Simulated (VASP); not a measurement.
# Si8SbO15 (a cell with a defect) in VASP: electric field gradients with PBE

Aim: the electric field gradients of Si8SbO15 (a cell with a defect) with PBE.

Program: VASP 6.6.1. These are calculated values, not measurements. Logs are shortened: lines on timing, memory, paths and dates and some standing lists are left out, and cuts for length are marked.

## Step 1: The cell of the first run

The cell holds a defect, 24 atoms: a = 8.544 Å, b = 8.544 Å, c = 7.061 Å, α = 65.60°, β = 65.60°, γ = 48.81°.

## Step 2: Electric field gradients, PBE, collinear spin, ferromagnetic start

Contents of INCAR:

```
ALGO = Normal
EDIFF = 1E-8
ENCUT = 520
GGA = PE
ISIF = 2
ISMEAR = -1
ISPIN = 2
LASPH = True
LCHARG = False
LEFG = True
LORBIT = 11
LREAL = Auto
LWAVE = False
MAGMOM = 0 0 0 0 0 0 0 0 -1 0 0 0 0 0 0 0 0 0 0 0 0 0 0 0
NBANDS = 86
NELM = 150
PREC = Accurate
SIGMA = 0.01
```

Contents of KPOINTS:

```
k-points
0
Gamma
  3 3 3
```

Contents of POSCAR:

```
Si8SbO15
1.0
    0.0000000000      4.9926472100      6.9339264200
    4.9926472100      0.0000000000      6.9339264200
    4.9926472100      4.9926472100      0.0000000000
Si Sb O
8 1 15
Direct
    0.2500000000      0.2500000000      0.4486584000
    0.7500000000      0.7500000000      0.9486584000
    0.0736584000      0.6763416000      0.1250000000
    0.5736584000      0.1763416000      0.6250000000
    0.4263416000      0.8236584000      0.3750000000
    0.9263416000      0.3236584000      0.8750000000
    0.0000000000      0.0000000000      0.3013416000
    0.5000000000      0.5000000000      0.8013416000
    0.0939631750      0.2261453150      0.6674232750
    0.5939631750      0.7261453150      0.1674232750
    0.4761453150      0.3439631750      0.7624682350
    0.9761453150      0.8439631750      0.2624682350
    0.4060368250      0.2738546850      0.4875317650
    0.9060368250      0.7738546850      0.9875317650
    0.2075767250      0.8625317650      0.3988546850
    0.7075767250      0.3625317650      0.8988546850
    0.0238546850      0.1560368250      0.0825767250
    0.5238546850      0.6560368250      0.5825767250
    0.3874682350      0.0424232750      0.3511453150
    0.8874682350      0.5424232750      0.8511453150
    0.2924232750      0.6374682350      0.9689631750
    0.7924232750      0.1374682350      0.4689631750
    0.1125317650      0.4575767250      0.2810368250
    0.6125317650      0.9575767250      0.7810368250
```

Potentials or basis: VASP PAW PBE potentials, release 64 (Si, Sb, O).

On the command line:

```console
> cat potpaw_PBE.64/Si/POTCAR potpaw_PBE.64/Sb/POTCAR potpaw_PBE.64/O/POTCAR > POTCAR
> mpirun -np 1 vasp_std > vasp.out
```

OUTCAR:

```text
EDIFF = 1E-8
   ENCUT = 520
   GGA = PE
   ISIF = 2
   ISMEAR = -1
   ISPIN = 2
   LASPH = True
   LORBIT = 11
   LREAL = Auto
   NELM = 150
   PREC = Accurate

 ion  position               nearest neighbor table
   1  0.250  0.250  0.449-  23 1.61  19 1.61   9 1.61  13 1.61   3 3.08   4 3.08   5 3.08   6 3.08

   2  0.750  0.750  0.949-  24 1.61  20 1.61  10 1.61  14 1.61   3 3.08   4 3.08   5 3.08   6 3.08

   3  0.074  0.676  0.125-  12 1.61  14 1.61  21 1.61  23 1.61   1 3.08   2 3.08   7 3.08   8 3.08
[... 16 lines left out ...]
  13  0.406  0.274  0.488-   4 1.61   1 1.61   9 2.66
  14  0.906  0.774  0.988-   3 1.61   2 1.61
  15  0.208  0.863  0.399-   7 1.61   5 1.61
  16  0.708  0.363  0.899-   8 1.61   6 1.61   9 2.64
  17  0.024  0.156  0.083-   6 1.61   7 1.61   9 2.62
  18  0.524  0.656  0.583-   5 1.61   8 1.61
  19  0.387  0.042  0.351-   1 1.61   5 1.61   9 2.61
  20  0.887  0.542  0.851-   2 1.61   6 1.61   9 2.61
  21  0.292  0.637  0.969-   8 1.61   3 1.61
  22  0.792  0.137  0.469-   7 1.61   4 1.61
  23  0.113  0.458  0.281-   1 1.61   3 1.61   9 2.64
  24  0.613  0.958  0.781-   2 1.61   4 1.61

 -----------------------------------------------------------------------------
|                                                                             |
|           W    W    AA    RRRRR   N    N  II  N    N   GGGG   !!!           |
|           W    W   A  A   R    R  NN   N  II  NN   N  G    G  !!!           |
|           W    W  A    A  R    R  N N  N  II  N N  N  G       !!!           |
|           W WW W  AAAAAA  RRRRR   N  N N  II  N  N N  G  GGG   !            |
|           WW  WW  A    A  R   R   N   NN  II  N   NN  G    G                |
|           W    W  A    A  R    R  N    N  II  N    N   GGGG   !!!           |
|                                                                             |
|     The distance between some ions is very small. Please check the          |
|     nearest-neighbor list in the OUTCAR file.                               |
|     I HOPE YOU KNOW WHAT YOU ARE DOING!                                     |
|                                                                             |
 -----------------------------------------------------------------------------

  LATTYP: Found a body centered tetragonal cell.
 ALAT       =     7.0606693965
 C/A-ratio  =     1.9640988781

  Lattice vectors:

 A1 = (  -4.9926472100,   0.0000000000,   6.9339264200)
 A2 = (   4.9926472100,   0.0000000000,   6.9339264200)
 A3 = (   0.0000000000,   4.9926472100,  -6.9339264200)

Analysis of symmetry for initial positions (statically):
=====================================================================
 Subroutine PRICEL returns:
 Original cell was already a primitive cell.

 Routine SETGRP: Setting up the symmetry group for a
 body centered tetragonal supercell.

 Subroutine GETGRP returns: Found  1 space group operations
 (whereof  1 operations were pure point group operations)
 out of a pool of 16 trial point group operations.

The static configuration has the point symmetry C_1 .

Analysis of symmetry for dynamics (positions and initial velocities):
=====================================================================
 Subroutine PRICEL returns:
 Original cell was already a primitive cell.

 Routine SETGRP: Setting up the symmetry group for a
 body centered tetragonal supercell.

 Subroutine GETGRP returns: Found  1 space group operations
 (whereof  1 operations were pure point group operations)
 out of a pool of 16 trial point group operations.

The dynamic configuration has the point symmetry C_1 .

Analysis of structural, dynamic, and magnetic symmetry:
=====================================================================
 Subroutine PRICEL returns:
 Original cell was already a primitive cell.

 Routine SETGRP: Setting up the symmetry group for a
 body centered tetragonal supercell.

 Subroutine GETGRP returns: Found  1 space group operations
[... 179 lines left out ...]
  free energy    TOTEN  =      -153.00967614 eV

  energy without entropy =     -153.00528069  energy(sigma->0) =     -153.00747841

 E-fermi :   3.0405     XC(G=0):  -8.6297

 val. band max:        3.0336025975   @ k =  -0.3333  -0.0000   0.3333
 cond. band min:       3.0415366587   @ k =   0.0000  -0.3333  -0.3333
 fundamental gap:      0.0079340612
 Fermi energy:         3.0405212118

 spin component 1

 k-point     1 :       0.0000    0.0000    0.0000
  band No.  band energies     occupation
      1     -18.6178      1.00000
      2     -17.7842      1.00000
      3     -17.7642      1.00000
      4     -17.7394      1.00000
      5     -17.7273      1.00000
      6     -17.7059      1.00000
[... 1081 lines left out ...]
     74      10.3125      0.00000
     75      10.4300      0.00000
 Fermi energy:         3.0405212118

 spin component 2

 k-point     1 :       0.0000    0.0000    0.0000
  band No.  band energies     occupation
      1     -18.6434      1.00000
      2     -17.8361      1.00000
      3     -17.7832      1.00000
      4     -17.7610      1.00000
      5     -17.7483      1.00000
      6     -17.7329      1.00000
[... 1081 lines left out ...]
     74      10.2685      0.00000
     75      10.3839      0.00000
 [bands above 75 left out]

------------------------ aborting loop because EDIFF is reached ----------------------------------------

  FORCE on cell =-STRESS in cart. coord.  units (eV):
  Direction    XX          YY          ZZ          XY          YZ          ZX
  --------------------------------------------------------------------------------------
  -------------------------------------------------------------------------------------
  Total      130.3176529     21.4403616     77.1976158     20.2044479    -16.3583934    -67.8595884
  in kB      604.0082204     99.3737561    357.8025960     93.6454299    -75.8193835   -314.5218496
  external PRESSURE =     353.7281908 kB  Pullay stress =       0.0000000 kB

 VOLUME and BASIS-vectors are now :
 -----------------------------------------------------------------------------
  energy-cutoff  :      520.00
  volume of cell :      345.68
      direct lattice vectors                 reciprocal lattice vectors
     0.000000000  4.992647210  6.933926420    -0.100147272  0.100147272  0.072109216
     4.992647210  0.000000000  6.933926420     0.100147272 -0.100147272  0.072109216
     4.992647210  4.992647210  0.000000000     0.100147272  0.100147272 -0.072109216

 POSITION                                       TOTAL-FORCE (eV/Angst)
 -----------------------------------------------------------------------------------
      3.48815      3.48815      3.46696       -30.493127     -9.486579     37.226333
      8.48080      8.48080     10.40089         0.285723      0.069040      0.049490
      4.00082      0.99183      5.20044        -0.001041     -0.188961      0.179261
      4.00082      5.98448      5.20044        -0.091462     -0.036691      0.185995
      5.98448      4.00082      8.66741        -0.019588     -0.178548      0.224377
      5.98448      8.99346      8.66741        46.218071      6.453565    -15.805862
[... 16 lines left out ...]
      3.68764      1.96495      3.95309        -0.499324     -1.311337      0.919237
      8.68028      6.95760     10.88702        -0.009098     -0.231229     -0.242328
 -----------------------------------------------------------------------------------
    total drift:                               -0.004057      0.008544      0.008017

  FREE ENERGIE OF THE ION-ELECTRON SYSTEM (eV)
  ---------------------------------------------------
  free  energy   TOTEN  =      -153.0096761412 eV

  energy  without entropy=     -153.0052806860  energy(sigma->0) =     -153.00747841

 Electric field gradients (V/A^2)
---------------------------------------------------------------------
 ion       V_xx      V_yy      V_zz      V_xy      V_xz      V_yz
---------------------------------------------------------------------
   1      -4.560    46.349   -41.790   -17.476    66.499    22.632
   2      -2.583     1.171     1.412     0.822    -4.498     2.767
   3      -0.325    -0.367     0.692     0.327    -3.772    -1.799
   4      -0.360    -0.643     1.003    -0.781    -2.263    -2.300
   5      -0.627     0.484     0.142    -0.130     2.832     2.848
   6     -86.438    49.020    37.418   -14.934    41.116     4.481
[... 16 lines left out ...]
  23     -38.123    34.245     3.878   -18.642     6.341   -50.829
  24     -47.521    44.401     3.120   -19.156    13.791   -56.428
---------------------------------------------------------------------

 Electric field gradients after diagonalization (V/A^2)
 (convention: |V_zz| > |V_xx| > |V_yy|)
----------------------------------------------------------------------
 ion       V_xx      V_yy      V_zz     asymmetry (V_yy - V_xx)/ V_zz
----------------------------------------------------------------------
   1      52.026    45.872   -97.898       0.063
   2       5.290     0.904    -6.194       0.708
   3      -3.896    -0.611     4.506       0.729
   4       3.284     0.283    -3.567       0.841
   5       4.030     0.057    -4.087       0.972
   6      50.647    49.824  -100.471       0.008
[... 16 lines left out ...]
  23     -44.586   -30.631    75.217       0.186
  24     -51.639   -36.317    87.957       0.174
----------------------------------------------------------------------

           NMR quadrupolar parameters

 Cq : quadrupolar parameter    Cq=e*Q*V_zz/h
 eta: asymmetry parameters     (V_yy - V_xx)/ V_zz
 Q  : nuclear electric quadrupole moment in mb (millibarn)
----------------------------------------------------------------------
 ion       Cq(MHz)       eta       Q (mb)
----------------------------------------------------------------------
   1      -0.237       0.063       1.000
   2      -0.015       0.708       1.000
   3       0.011       0.729       1.000
   4      -0.009       0.841       1.000
   5      -0.010       0.972       1.000
   6      -0.243       0.008       1.000
[... 16 lines left out ...]
  23       0.182       0.186       1.000
  24       0.213       0.174       1.000
----------------------------------------------------------------------

 total charge

# of ion       s       p       d       tot
------------------------------------------
    1        0.821   1.308   0.000   2.128
    2        0.650   1.013   0.000   1.663
    3        0.649   1.012   0.000   1.661
    4        0.647   1.011   0.000   1.658
    5        0.646   1.011   0.000   1.657
    6        0.825   1.305   0.000   2.130
[... 16 lines left out ...]
   23        1.562   3.694   0.000   5.256
   24        1.550   3.707   0.000   5.257
--------------------------------------------------
tot         30.250  66.787   0.086  97.123

 magnetization (x)

# of ion       s       p       d       tot
------------------------------------------
    1        0.001  -0.008   0.000  -0.007
    2       -0.001  -0.002   0.000  -0.003
    3       -0.001  -0.002   0.000  -0.002
    4        0.000  -0.000   0.000  -0.000
    5       -0.000   0.000   0.000   0.000
    6        0.001  -0.011   0.000  -0.010
[... 16 lines left out ...]
   23       -0.004  -0.045   0.000  -0.049
   24       -0.000  -0.002   0.000  -0.002
--------------------------------------------------
tot         -0.019  -0.619  -0.002  -0.640
```

Wall time 28 min (1 thread of Intel Xeon 6975P-C (Granite Rapids), shared host); peak memory 0.98 GiB.

What came out:

* Free energy: -153.0097 eV
* Pressure: 35.4 GPa
* Largest force: 49.271 eV/Å
* Band gap on the k mesh: zero (filled and empty bands overlap)
* Net moment: -1.00 μB per cell
* Site moments: Si -0.01, -0.00, +0.00; Sb -0.34; O -0.00, -0.04, -0.03, -0.01, -0.05 μB
* Valence electrons inside the program's atomic spheres: Si 2.13, 1.66; Sb 4.04; O 5.26

Forces in eV/Å, atoms in the order of the input:
```
Si  -30.493  -9.487  37.226
Si    0.286   0.069   0.049
Si   -0.001  -0.189   0.179
Si   -0.091  -0.037   0.186
Si   -0.020  -0.179   0.224
Si   46.218   6.454 -15.806
Si    0.084   0.072   0.000
Si    0.087   0.119  -0.116
Sb  -17.556   3.373 -24.257
O    -0.214   0.029  -0.293
O     0.144  -0.043  -0.245
O     0.141  -0.009  -0.260
O    -0.483   0.400   2.040
O     0.035  -0.171   0.244
O    -0.049   0.215  -0.269
O     1.688  -0.754  -1.564
O     1.414   1.583  -0.491
O    -0.038   0.201   0.251
O    -2.709   0.042   1.067
O     1.669  -0.193   0.710
O     0.211  -0.030   0.246
O     0.186   0.077   0.203
O    -0.499  -1.311   0.919
O    -0.009  -0.231  -0.242
```

Stress tensor (GPa, compression positive):
```
 60.40   9.36 -31.45
  9.36   9.94  -7.58
-31.45  -7.58  35.78
```

Electric field gradients, principal values (V/Å²):
```csv
atom,least,middle,greatest (by size)
1 Si,45.872,52.026,-97.898
2 Si,0.904,5.290,-6.194
3 Si,-0.611,-3.896,4.506
4 Si,0.283,3.284,-3.567
5 Si,0.057,4.030,-4.087
6 Si,49.824,50.647,-100.471
7 Si,0.477,2.232,-2.709
8 Si,-1.388,-3.555,4.943
9 Sb,295.640,1048.737,-1344.377
10 O,-38.195,-50.140,88.335
11 O,-36.725,-51.868,88.593
12 O,-36.840,-51.710,88.550
13 O,-33.355,-47.845,81.200
14 O,-37.217,-51.222,88.439
15 O,-37.687,-51.063,88.750
16 O,-27.498,-50.842,78.340
17 O,-29.290,-45.690,74.980
18 O,-37.347,-50.418,87.764
19 O,-32.086,-52.767,84.854
20 O,-32.434,-42.399,74.832
21 O,-36.003,-51.321,87.324
22 O,-36.789,-50.785,87.574
23 O,-30.631,-44.586,75.217
24 O,-36.317,-51.639,87.957
```

Caveat: without QUAD_EFG the Cq values of the log hold for a quadrupole moment of 1 mb, not for the nuclei; spin-orbit coupling is left out, which moves the levels of the heavy elements.
